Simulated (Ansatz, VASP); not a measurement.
Ge2Sb2O in VASP and in Ansatz

```xyz
5
Lattice="-1.9770 1.9770 7.8302 1.9770 -1.9770 7.8302 1.9770 1.9770 -7.8302" Properties=species:S:1:pos:R:3 pbc="T T T"
Ge    0.0000    0.0000   10.6323
Ge    0.0000    0.0000    5.0282
Sb    0.0000    0.0000   13.6516
Sb    0.0000    0.0000    2.0089
O     0.0000    0.0000    0.0000
```

Change from the starting cell: species swapped into the Ba2ZnN2 type (I4/mmm, No. 139).

Alike in both runs: functional PBE; k mesh 6 × 6 × 6; occupations gaussian, width 0.1 eV; no spin polarisation.

Ansatz relaxed the structure, and its values are those at the end. VASP's run is a single point on that final structure, the one shown.

|  | VASP | Ansatz |
| --- | --- | --- |
| version | VASP 6.6.1 | Ansatz 0.2.0 |
| potentials or method | VASP PAW PBE potentials, release 64 (Ge_d, Sb, O), cutoff 600 eV | scalar-relativistic, plane waves, PAW |
| valence electrons in the cell | 44 | 64 |

```tsv
	VASP	Ansatz	Ansatz less VASP
gap on the k mesh at the Fermi level (eV)	none	none	-
pressure (GPa)	0.0	0.0	+0.06
rms of the force components (eV/Å)	0.006	0.006	-0.0007
```

A gap of «none» marks a metal or a gap that the smearing closes. With one functional, cell and mesh, what is left measures potentials, basis and numerics. VASP's potentials hold 44 valence electrons a cell and Ansatz's 64, so a difference there can come from the potentials and not from the codes.

The k mesh is coarse, so the values compare programs but aren't converged. Spin-orbit coupling is off throughout.
